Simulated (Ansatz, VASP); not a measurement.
# Two plane-wave programs on Cu2GeAuS4

```xyz
8
Lattice="0.0000 5.3409 0.0000 5.3409 0.0000 0.0000 2.6705 2.6705 -5.1306" Properties=species:S:1:pos:R:3 pbc="T T T"
S     4.1013    4.1013   -3.7751
S     1.4308    3.9101   -1.3555
S     6.5806    6.5806   -3.7751
S     3.9101    1.4308   -1.3555
Ge    2.6705    2.6705    0.0000
Au    0.0000    0.0000    0.0000
Cu    2.6705    5.3409   -2.5653
Cu    5.3409    2.6705   -2.5653
```

Alike in both runs: task single point; functional PBE; k mesh 7 × 7 × 7; occupations gaussian, width 0.0276 eV; no spin polarisation.

|  | VASP | Ansatz |
| --- | --- | --- |
| version | VASP 6.6.1 | Ansatz 0.2.0 |
| potentials or method | VASP PAW PBE potentials, release 64 (S, Ge_d, Au, Cu), cutoff 600 eV | PAW plane waves |
| valence electrons in the cell | 71 | 95 |

Ansatz gave:

| Quantity | Value |
| --- | --- |
| pressure (GPa) | 6.9 |
| traceless stress, the component that is largest in VASP (GPa) | -0.29 |
| rms of the force components (eV/Å) | 0.144 |

Problem. Which values does VASP return?

Solution. Pressure (GPa): 6.9; traceless stress, the component that is largest in VASP (GPa): -0.33; rms of the force components (eV/Å): 0.124.

Atom by atom the forces differ by 0.025 eV/Å (rms over components). VASP's potentials hold 71 valence electrons a cell and Ansatz's 95, so a difference there can come from the potentials and not from the codes.

Neither program's run includes spin-orbit coupling.
